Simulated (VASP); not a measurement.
# B (C2/c) in VASP: further runs

The runs below take B through relaxation of cell and atoms, single point, with PBE.

Program: VASP 6.6.1. These are calculated values, not measurements. Logs are shortened: lines on timing, memory, paths and dates and some standing lists are left out, and cuts for length are marked.

### Step 1. The cell of the first run

It takes space group C2/c (No. 15, monoclinic). Conventional cell: a = 4.842 Å, b = 3.210 Å, c = 5.858 Å, α = 90.00°, β = 113.62°, γ = 90.00°. Within 2.3 Å of B (site symmetry 1) lie 6 B at 1.72 to 1.93 Å. Within 2.3 Å of B (site symmetry 2) lie 6 B at 1.72 to 1.93 Å.

### Step 2. Relaxation of cell and atoms, PBE

File INCAR:

```
SYSTEM = B
PREC = Accurate ; ENCUT = 600
EDIFF = 1E-6 ; ISMEAR = 0
SIGMA = 0.1 ; LREAL = .FALSE.
LASPH = .TRUE. ; NELM = 80
ALGO = Normal ; ISIF = 3
LWAVE = .FALSE. ; LCHARG = .FALSE.
GGA = PE ; IBRION = 2
NSW = 90 ; EDIFFG = -0.04
```

File KPOINTS:

```
regular mesh
0
G
  6 6 4
  0 0 0
```

File POSCAR:

```
B
1.0
    2.4207530934     -1.6048040039      0.0000000000
    2.4207530934      1.6048040039      0.0000000000
   -2.3474188981      0.0000000000      5.3674727132
B
6
Direct
    0.7026459519      0.6797832531      0.5384600052
    0.2973540481      0.3202167469      0.4615399948
    0.2904661326      0.7095338674      0.2500000000
    0.6797832531      0.7026459519      0.0384600052
    0.3202167469      0.2973540481      0.9615399948
    0.7095338674      0.2904661326      0.7500000000
```

Potentials or basis: VASP PAW PBE potentials, release 64 (B).

On the command line:

```
cat potpaw_PBE.64/B/POTCAR > POTCAR
mpirun -np 1 vasp_std > vasp.out
```

OUTCAR:

```text
SYSTEM = B
   PREC = Accurate
   ENCUT = 600
   EDIFF = 1E-6
   ISMEAR = 0
   LREAL = .FALSE.
   LASPH = .TRUE.
   NELM = 80
   ISIF = 3
   GGA = PE
   IBRION = 2
   NSW = 90
   EDIFFG = -0.04

 ion  position               nearest neighbor table
   1  0.703  0.680  0.538-   3 1.72   2 1.72   2 1.75   6 1.80   2 1.88   6 1.93
   2  0.297  0.320  0.462-   6 1.72   1 1.72   1 1.75   3 1.80   1 1.88   3 1.93
   3  0.290  0.710  0.250-   1 1.72   5 1.72   2 1.80   4 1.80   2 1.93   4 1.93
   4  0.680  0.703  0.038-   6 1.72   5 1.72   5 1.75   3 1.80   5 1.88   3 1.93
   5  0.320  0.297  0.962-   3 1.72   4 1.72   4 1.75   6 1.80   4 1.88   6 1.93
   6  0.710  0.290  0.750-   2 1.72   4 1.72   5 1.80   1 1.80   5 1.93   1 1.93

  LATTYP: Found a base centered monoclinic cell.
 ALAT       =     4.8415061868
 B/A-ratio  =     0.6629358476
 C/A-ratio  =     1.2100241180
 COS(beta)  =    -0.4006969888

  Lattice vectors:

 A1 = (   2.4207530934,  -1.6048040039,   0.0000000000)
 A2 = (   2.4207530934,   1.6048040039,   0.0000000000)
 A3 = (  -2.3474188981,   0.0000000000,   5.3674727132)

Analysis of symmetry for initial positions (statically):
=====================================================================
 Subroutine PRICEL returns:
 Original cell was already a primitive cell.

 Routine SETGRP: Setting up the symmetry group for a
 base centered monoclinic supercell.

 Subroutine GETGRP returns: Found  4 space group operations
 (whereof  2 operations were pure point group operations)
 out of a pool of  4 trial point group operations.

The static configuration has the point symmetry S_2 .
 The point group associated with its full space group is C_2h.

Analysis of symmetry for dynamics (positions and initial velocities):
=====================================================================
 Subroutine PRICEL returns:
 Original cell was already a primitive cell.

 Routine SETGRP: Setting up the symmetry group for a
 base centered monoclinic supercell.

 Subroutine GETGRP returns: Found  4 space group operations
 (whereof  2 operations were pure point group operations)
 out of a pool of  4 trial point group operations.

The dynamic configuration has the point symmetry S_2 .
 The point group associated with its full space group is C_2h.

 Subroutine INISYM returns: Found  4 space group operations
 (whereof  2 operations are pure point group operations),
 and found     1 'primitive' translations

----------------------------------------------------------------------------------------

                                     Primitive cell

  volume of cell :      41.7035

  direct lattice vectors                    reciprocal lattice vectors
     2.420753093 -1.604804004  0.000000000     0.206547294 -0.311564527  0.090331716
     2.420753093  1.604804004  0.000000000     0.206547294  0.311564527  0.090331716
    -2.347418898  0.000000000  5.367472713     0.000000000  0.000000000  0.186307421

  length of vectors
     2.904383141  2.904383141  5.858339254     0.384569965  0.384569965  0.186307421

  position of ions in fractional coordinates (direct lattice)
     0.702645952  0.679783253  0.538460005
     0.297354048  0.320216747  0.461539995
     0.290466133  0.709533867  0.250000000
     0.679783253  0.702645952  0.038460005
     0.320216747  0.297354048  0.961539995
     0.709533867  0.290466133  0.750000000

  ion indices of the primitive-cell ions
   primitive index   ion index
                 1           1
                 2           2
                 3           3
                 4           4
                 5           5
                 6           6

----------------------------------------------------------------------------------------

 KPOINTS: regular mesh

Automatic generation of k-mesh.
 Grid dimensions read from file:
 generate k-points for:    6    6    4

 Generating k-lattice:

  Cartesian coordinates                     Fractional coordinates (reciprocal lattice)
     0.034424549 -0.051927421  0.015055286     0.166666667  0.000000000 -0.000000000
     0.034424549  0.051927421  0.015055286     0.000000000  0.166666667 -0.000000000
     0.000000000  0.000000000  0.046576855     0.000000000  0.000000000  0.250000000

  Length of vectors
     0.064094994  0.064094994  0.046576855

  Shift w.r.t. Gamma in fractional coordinates (k-lattice)
     0.000000000  0.000000000  0.000000000

 Subroutine IBZKPT returns following result:
 ===========================================

 Found     47 irreducible k-points:

 Following reciprocal coordinates:
            Coordinates               Weight
  0.000000  0.000000  0.000000      1.000000
  0.166667 -0.000000  0.000000      4.000000
  0.333333  0.000000  0.000000      4.000000
  0.500000  0.000000 -0.000000      2.000000
  0.166667  0.166667  0.000000      2.000000
  0.333333  0.166667  0.000000      4.000000
[... 16 lines left out ...]
 -0.333333  0.166667  0.250000      4.000000
 -0.166667  0.166667  0.250000      4.000000
 [... further k-points ...]
   k-points           NKPTS =     47   k-points in BZ     NKDIM =     47   number of bands    NBANDS=     13
   number of dos      NEDOS =    301   number of ions     NIONS =      6
   total plane-waves  NPLWV =  27648
   dimension x,y,z NGX =    24 NGY =   24 NGZ =   48
   dimension x,y,z NGXF=    48 NGYF=   48 NGZF=   96
   ions per type =               6
   NGX,Y,Z   is equivalent  to a cutoff of  13.74, 13.74, 13.62 a.u.
   NGXF,Y,Z  is equivalent  to a cutoff of  27.48, 27.48, 27.24 a.u.
 SYSTEM =  B
   PREC   = accura    normal or accurate (medium, high low for compatibility)
   ISTART =      0    job   : 0-new  1-cont  2-samecut
   ICHARG =      2    charge: 1-file 2-atom 10-const
   ISPIN  =      1    spin polarized calculation?
   LNONCOLLINEAR =      F non collinear calculations
   LSORBIT =      F    spin-orbit coupling
   LASPH  =      T    aspherical Exc in radial PAW
   ENCUT  =  600.0 eV  44.10 Ry    6.64 a.u.   5.80  5.80 11.70*2*pi/ulx,y,z
   NELM   =     80;   NELMIN=  2; NELMDL= -5     # of ELM steps
   EDIFF  = 0.1E-05   stopping-criterion for ELM
   LREAL  =      F    real-space projection
   EDIFFG = -.4E-01   stopping-criterion for IOM
   NSW    =     90    number of steps for IOM
   IBRION =      2    ionic relax: 0-MD 1-quasi-New 2-CG
   NFREE  =      1    steps in history (QN), initial steepest desc. (CG)
   ISIF   =      3    stress and relaxation
   ISYM   =      2    0-nonsym 1-usesym 2-fastsym
   POTIM  = 0.5000    time-step for ionic-motion
   TEBEG  =    0.0;   TEEND  =   0.0 temperature during run
   PSTRESS=    0.0 pullay stress
   NELECT =      18.0000    total number of electrons
   NUPDOWN=      -1.0000    fix difference up-down
   EMIN   =  10.00;   EMAX   =-10.00  energy-range for DOS
   EFERMI =   0.00;   METHOD = LEGACY
   ISMEAR =     0;   SIGMA  =   0.10  broadening in eV -4-tet -1-fermi 0-gaus
   EFERMI_NEDOS =   21; number of points for ismear=-14 and -15
   IALGO  =     38    algorithm
   IMIX   =      4    mixing-type and parameters
     AMIX     =   0.40;   BMIX     =  1.00
     AMIX_MAG =   1.60;   BMIX_MAG =  1.00
  volume/ion in A,a.u.               =       6.95        46.90
  Fermi-wavevector in a.u.,A,eV,Ry     =   1.237205  2.337978 20.826103  1.530675
  Thomas-Fermi vector in A             =   2.371781
   LORBIT       =      0    0 simple, 1 ext, 2 COOP (PROOUT), +10 PAW based schemes
   GGA     = PE    functional components
   LHFCALC =     F    Hartree Fock is set to
   AEXX    =    0.0000 exact exchange contribution
   IVDW    =     0    specifies the selected vdW correction
   LEPSILON=     F    determine dielectric tensor
   LRPA    =     F    only Hartree local field effects (RPA)
 conjugate gradient relaxation of ions
 non-spin polarized calculation
 Gauss-broadening in eV      SIGMA  =   0.10
  energy-cutoff  :      600.00
  volume of cell :       41.70
 maximum number of plane-waves:      1413
   NGX = 11   NGY = 11   NGZ = 23

--------------------------------------- Ionic step        1  -------------------------------------------

 number of electron      18.0000000 magnetization

 Free energy of the ion-electron system (eV)
  ---------------------------------------------------
  ext. energy  EPLUGINS =         0.00000000
  ---------------------------------------------------
  free energy    TOTEN  =       -38.51834711 eV

  energy without entropy =      -38.51298761  energy(sigma->0) =      -38.51566736

------------------------ aborting loop because EDIFF is reached ----------------------------------------

  FORCE on cell =-STRESS in cart. coord.  units (eV):
  Direction    XX          YY          ZZ          XY          YZ          ZX
  --------------------------------------------------------------------------------------
  -------------------------------------------------------------------------------------
  Total        0.0093290      0.4392456      0.7465020      0.0000000      0.0000000      0.2955215
  in kB        0.3584027     16.8750726     28.6793460      0.0000000      0.0000000     11.3534380
  external PRESSURE =      15.3042738 kB  Pullay stress =       0.0000000 kB
[... 105 lines left out ...]
  energy  without entropy=      -38.5167076674  energy(sigma->0) =      -38.51905831

--------------------------------------- Ionic step        4  -------------------------------------------

 number of electron      18.0000000 magnetization

 Free energy of the ion-electron system (eV)
  ---------------------------------------------------
  ext. energy  EPLUGINS =         0.00000000
  ---------------------------------------------------
  free energy    TOTEN  =       -38.52235380 eV

  energy without entropy =      -38.51838037  energy(sigma->0) =      -38.52036709

 E-fermi :   6.2617     XC(G=0): -11.9310

 val. band max:        6.1812868497   @ k =   0.0000   0.0000   0.0000
 cond. band min:       6.3003567438   @ k =  -0.3333   0.0000   0.2500
 fundamental gap:      0.1190698941
 Fermi energy:         6.2616692410

 k-point     1 :       0.0000    0.0000    0.0000
  band No.  band energies     occupation
      1      -9.1811      2.00000
      2      -5.9061      2.00000
      3      -4.4850      2.00000
      4       3.2929      2.00000
      5       4.0714      2.00000
      6       4.7633      2.00000
      7       6.0465      1.99765
      8       6.1813      1.74437
      9       7.4145      0.00000
     10       8.2125      0.00000
     11       9.8950      0.00000
     12      12.1452      0.00000
     13      12.2812      0.00000
[... 353 lines left out ...]
 k-point    24 :      -0.1667    0.1667    0.2500
  band No.  band energies     occupation
      1      -7.7343      2.00000
      2      -5.8913      2.00000
      3      -1.8900      2.00000
      4       0.8040      2.00000
      5       1.0293      2.00000
      6       1.9927      2.00000
      7       2.9588      2.00000
      8       3.7488      2.00000
      9       6.3267      0.35780
     10       7.4419      0.00000
     11      11.4704      0.00000
     12      12.9991      0.00000
     13      13.8306      0.00000

 [... further k-points ...]

------------------------ aborting loop because EDIFF is reached ----------------------------------------

  FORCE on cell =-STRESS in cart. coord.  units (eV):
  Direction    XX          YY          ZZ          XY          YZ          ZX
  --------------------------------------------------------------------------------------
  -------------------------------------------------------------------------------------
  Total       -0.0723864      0.0347456     -0.1351340      0.0000000      0.0000000      0.0505836
  in kB       -2.7628055      1.3261524     -5.1577201      0.0000000      0.0000000      1.9306475
  external PRESSURE =      -2.1981244 kB  Pullay stress =       0.0000000 kB
[... 21 lines left out ...]
  FREE ENERGIE OF THE ION-ELECTRON SYSTEM (eV)
  ---------------------------------------------------
  free  energy   TOTEN  =       -38.5223537999 eV

  energy  without entropy=      -38.5183803712  energy(sigma->0) =      -38.52036709

 reached required accuracy - stopping structural energy minimisation
```

Wall time 36 s (1 thread of AMD EPYC 9R45 (Zen 5), shared host); peak memory 0.14 GiB.

What came out:

```
Free energy                           : -38.5224 eV
Relaxed volume                        : 7.00 Å³/atom
Relaxed cell                          : a = 2.905 Å, b = 2.905 Å, c = 5.866 Å, α = 109.23°, β = 109.23°, γ = 67.42°
Space group after relaxing (to 0.1 Å) : C2/c (No. 15)
Energy gained by relaxing             : 0.7 meV/atom
Ionic steps                           : 4
Pressure after relaxing               : -0.2 GPa
Largest force after relaxing          : 0.025 eV/Å
Band gap on the k mesh                : zero (bands 9 and 10 overlap by 4.02 eV)
```

Forces in eV/Å, atoms in the order of the input:
```
B    0.021  0.011 -0.008
B   -0.021 -0.011  0.008
B    0.000  0.013  0.000
B    0.021 -0.011 -0.008
B   -0.021  0.011  0.008
B    0.000 -0.013  0.000
```

Step by step:
| step | energy change (eV) | largest force (eV/Å) | pressure (GPa) | volume (Å³) |
| --- | --- | --- | --- | --- |
| 1 | 0.0000 | 0.1161 | 1.53 | 41.70 |
| 2 | -0.0018 | 0.1123 | -1.16 | 42.10 |
| 3 | -0.0031 | 0.0461 | -0.14 | 41.95 |
| 4 | -0.0040 | 0.0246 | -0.22 | 41.98 |

Final structure:
```yaml
crystal:
  lattice:
    - [2.41661, -1.61244, 0.00479]
    - [2.41661, 1.61244, 0.00479]
    - [-2.33278, 0.00000, 5.38178]
  atoms:
    - { symbol: B, position: [0.70408, 0.67904, 0.53820] }
    - { symbol: B, position: [0.29592, 0.32096, 0.46180] }
    - { symbol: B, position: [0.29057, 0.70943, 0.25000] }
    - { symbol: B, position: [0.67904, 0.70408, 0.03820] }
    - { symbol: B, position: [0.32096, 0.29592, 0.96180] }
    - { symbol: B, position: [0.70943, 0.29057, 0.75000] }
```

Levels at points of the mesh, in eV from the Fermi level:
```tsv
k point	band 7	band 8	band 9	band 10	band 11	band 12
(0.00, 0.00, 0.00)	-0.22	-0.08	1.15	1.95	3.63	5.88
(0.50, 0.00, 0.00)	-3.47	-1.57	-1.41	1.16	3.51	5.32
(0.50, 0.50, 0.00)	-4.37	-2.78	-1.64	-1.30	0.89	3.92
(0.00, 0.00, 0.50)	-0.41	-0.41	2.07	2.07	5.08	5.08
(0.50, 0.00, 0.50)	-3.29	-2.50	-1.01	1.89	2.58	4.45
(0.50, 0.50, 0.50)	-3.69	-3.69	-1.96	-1.96	4.08	4.08
```

Caveat: the k points lie up to 0.40 Å⁻¹ apart in the final cell, too coarse for converged energies and pressures of a metal.

### Step 3. Single point, PBE

This run uses another cell than the first one, of 6.99 Å³/atom.

File INCAR:

```
PREC = Accurate
ENCUT = 520
EDIFF = 1E-6
ISMEAR = 0
SIGMA = 0.1
LREAL = False
LASPH = True
NELM = 80
ALGO = Normal
ISIF = 2
LWAVE = False
LCHARG = False
GGA = PE
NBANDS = 18
```

File KPOINTS:

```
regular mesh
0
Gamma
  14 14 8
```

File POSCAR:

```
B
1.0
    2.4167738042     -1.6138720714     -0.0035032761
    2.4167738042      1.6138720714     -0.0035032761
   -2.3235870015      0.0000000000      5.3808141321
B
6
Direct
    0.7036833352      0.6799417419      0.0380631798
    0.2963166648      0.3200582581      0.9619368202
    0.2897406405      0.7102593595      0.7500000000
    0.6799417419      0.7036833352      0.5380631798
    0.3200582581      0.2963166648      0.4619368202
    0.7102593595      0.2897406405      0.2500000000
```

Potentials or basis: VASP PAW PBE potentials, release 64 (B).

On the command line:

```
cat potpaw_PBE.64/B/POTCAR > POTCAR
mpirun -np 1 vasp_std > vasp.out
```

Run time: 2.6 min. Hardware: 1 thread of AMD EPYC 9R45 (Zen 5), shared host; peak memory 0.3 GiB.

Results (log left out):

```yaml
Free_energy: -38.5417 eV
Pressure: 0.0 GPa
Largest_force: 0.007 eV/Å
Band_gap_on_the_k_mesh: zero (bands 9 and 10 overlap by 4.20 eV)
```

Forces on the atoms (eV/Å):
```
B    0.005  0.001  0.006
B   -0.005 -0.001 -0.006
B    0.000  0.005  0.000
B    0.005 -0.001  0.006
B   -0.005  0.001 -0.006
B    0.000 -0.005  0.000
```

Stress tensor (GPa, compression positive):
```
0.03 0.00 0.07
0.00 0.00 0.00
0.07 0.00 0.07
```

Levels at points of the mesh, in eV from the Fermi level:
```
           k point  band 6  band 7  band 8  band 9  band 10  band 11  band 12  band 13
(0.00, 0.00, 0.00)   -1.43   -0.14    0.03    1.22     2.03     3.76     5.99     6.12
(0.50, 0.00, 0.00)   -5.09   -3.39   -1.45   -1.30     1.25     3.58     5.41     6.09
(0.50, 0.50, 0.00)   -4.48   -4.29   -2.72   -1.57    -1.19     0.95     4.06     4.86
(0.00, 0.00, 0.50)   -1.74   -0.32   -0.32    2.16     2.16     5.15     5.15     6.21
(0.50, 0.00, 0.50)   -4.65   -3.22   -2.41   -0.92     2.01     2.67     4.55     5.80
(0.50, 0.50, 0.50)   -5.82   -3.60   -3.60   -1.90    -1.90     4.19     4.19     7.69
```
